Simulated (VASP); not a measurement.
The system is FeO.

```
CELL_PARAMETERS angstrom
0.00000 2.38188 2.38188
2.38188 0.00000 2.38188
2.38188 2.38188 0.00000
ATOMIC_POSITIONS crystal
Fe 0.00000 0.00000 0.00000
O 0.25000 0.25000 0.25000
```

| Item | Value |
| --- | --- |
| Program | VASP 6.6.1 |
| Task | relaxation of cell and atoms |
| Functional | PBEsol-based screened hybrid with 25 % exact exchange |
| Potentials or basis | VASP PAW PBE potentials, release 64 (Fe, O) |
| Cutoff | 600 eV |
| k mesh | 5 × 5 × 5 |
| Occupations | fermi-dirac, width 0.05 eV |
| Spin | collinear spin, ferromagnetic start |
| Starting moments | [3.0, 0.0] μB |

At the start: pressure -19.7 GPa; volume 13.51 Å³/atom.

Problem. How do energy, volume and symmetry change on relaxing?

Solution. Over 3 steps the energy falls by 139.6 meV/atom and the volume is 11.56 Å³/atom (-14.4 %); space group F-43m (No. 216, to 0.1 Å) before and after; moment 4.02 μB per cell.

Step by step:
```
step  energy change (eV)  largest force (eV/Å)  pressure (GPa)  volume (Å³)
   1              0.0000                0.0000          -19.70        27.03
   2             -0.1575                0.0000           20.43        21.03
   3             -0.2792                0.0000           -0.08        23.13
```

Final structure:
```yaml
crystal:
  lattice:
    - [0.00000, 2.26139, 2.26139]
    - [2.26139, 0.00000, 2.26139]
    - [2.26139, 2.26139, 0.00000]
  atoms:
    - { symbol: Fe, position: [0.00000, 0.00000, 0.00000] }
    - { symbol: O, position: [0.25000, 0.25000, 0.25000] }
```

Caveat: the k points lie up to 0.48 Å⁻¹ apart in the final cell, too coarse for converged energies and pressures of a metal; the PAW data sets were made with another functional, which shifts forces and pressure a little; a cell with one magnetic atom can't hold antiferromagnetic order, which such compounds often take.
